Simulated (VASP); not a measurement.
Input of a VASP 6.6.1 run:

INCAR

```
SYSTEM = SmNbS3
ALGO = Normal
EDIFF = 1E-6
ENCUT = 500
GGA = PE
GGA_COMPAT = .False.
ISIF = 2
ISMEAR = 0
ISPIN = 2
LASPH = .True.
LCHARG = .False.
LMAXMIX = 6
LORBIT = 11
LREAL = .False.
LWAVE = .False.
MAGMOM = 0.06 0.4 0.03 0.03 0.03
NBANDS = 33
NELM = 200
PREC = Accurate
SIGMA = 0.1
```

Contents of KPOINTS:

```
k-points
0
Gamma
  4 4 4
  0 0 0
```

Contents of POSCAR:

```
SmNbS3
1.0
    4.7814280726      0.0000000000      0.0000000000
    0.0000000000      4.7814280726      0.0000000000
    0.0000000000      0.0000000000      4.7814280726
Sm Nb S
1 1 3
Direct
    0.0000000000      0.0000000000      0.0000000000
    0.5000000000      0.5000000000      0.5000000000
    0.0000000000      0.5000000000      0.5000000000
    0.5000000000      0.0000000000      0.5000000000
    0.5000000000      0.5000000000      0.0000000000
```

Potentials or basis: VASP PAW PBE potentials, release 64 (Sm_3, Nb_sv, S), 4f in core.

Launch:

```bash
$ cat potpaw_PBE.64/Sm_3/POTCAR potpaw_PBE.64/Nb_sv/POTCAR potpaw_PBE.64/S/POTCAR > POTCAR
$ mpirun -np 1 vasp_std > vasp.out
```

(1) Predict the pressure.

(2) Predict the site moments.

Answers

(1) -0.3 GPa.

(2) Sm +0.05; Nb +0.46; S +0.01 μB.

Caveat: the magnetic or orbital state may not be the lowest.
